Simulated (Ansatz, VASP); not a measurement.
# HgTe in VASP and in Ansatz

```
Hg Te
1.0
     0.00000    3.14291    3.22350
     3.14291    0.00000    3.22350
     3.14291    3.14291    0.00000
Hg Te
1 1
Direct
  0.00000 0.00000 0.00000
  0.75000 0.75000 0.75000
```

Change from the starting cell: strain -0.0250 x Voigt [1, 1, 0, 0, 0, 0], atoms carried along.

Alike in both runs: task single point; functional PBE; k mesh 14 × 14 × 14; occupations gaussian, width 0.15 eV; no spin polarisation.

|  | VASP | Ansatz |
| --- | --- | --- |
| version | VASP 6.6.1 | Ansatz 0.2.0 |
| potentials or method | VASP PAW PBE potentials, release 64 (Hg, Te), cutoff 520 eV | scalar-relativistic, plane waves, PAW |
| valence electrons in the cell | 18 | 36 |

|  | VASP | Ansatz | Ansatz less VASP |
| --- | --- | --- | --- |
| gap on the k mesh at the Fermi level (eV) | none | none | - |
| pressure (GPa) | 7.2 | 7.1 | -0.10 |
| traceless stress, the component that is largest in VASP (GPa) | -0.17 | -0.17 | +0.001 |

A gap of «none» marks a metal or a gap that the smearing closes. With one functional, cell and mesh, what is left measures potentials, basis and numerics. VASP's potentials hold 18 valence electrons a cell and Ansatz's 36, so a difference there can come from the potentials and not from the codes.

Neither program's run includes spin-orbit coupling.
